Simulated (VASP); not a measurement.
Write the native input for VASP 6.6.1 that does the following.

```yaml
Task: single point
Functional: PBEsol
Potentials_or_basis: VASP PAW PBE potentials, release 64 (Cu)
Cutoff: 600 eV
k_mesh: 21 × 21 × 21
Occupations: fermi-dirac, width 0.1 eV
Spin: no spin polarisation
Dipole_correction: no
Further_INCAR_settings: ALGO = Normal; EDIFF = 1e-06; NBANDS = 12
```

The structure of Cu lies in POSCAR:

```
Cu
1.0
    0.0000000000      1.7510297889      1.7510297889
    1.7510297889      0.0000000000      1.7510297889
    1.7510297889      1.7510297889      0.0000000000
Cu
1
Direct
    0.0000000000      0.0000000000      0.0000000000
```

One way to write it, as run:

INCAR

```
ALGO = Normal ; EDIFF = 1E-6
ENCUT = 600 ; GGA = PS
GGA_COMPAT = F ; ISIF = 2
ISMEAR = -1 ; LASPH = T
LCHARG = F ; LREAL = F
LWAVE = F ; NBANDS = 12
NELM = 120 ; PREC = Accurate
SIGMA = 0.1
```

KPOINTS

```
k-points
0
Gamma
  21 21 21
```

Potentials or basis: VASP PAW PBE potentials, release 64 (Cu).

Command:

```sh
$ cat potpaw_PBE.64/Cu/POTCAR > POTCAR
$ mpirun -np 1 vasp_std > vasp.out
```

Results of the run:

```
Pressure               : 10.8 GPa
Band gap on the k mesh : zero (an odd number of electrons rules out a gap without spin polarisation)
```

Caveat: the cell stands under pressure; the PAW data sets were made with another functional, which shifts forces and pressure a little.

It took 21 s on 1 thread of Intel(R) Xeon(R) Platinum 8488C (Sapphire Rapids), with other jobs on the host, peak memory 0.16 GiB.
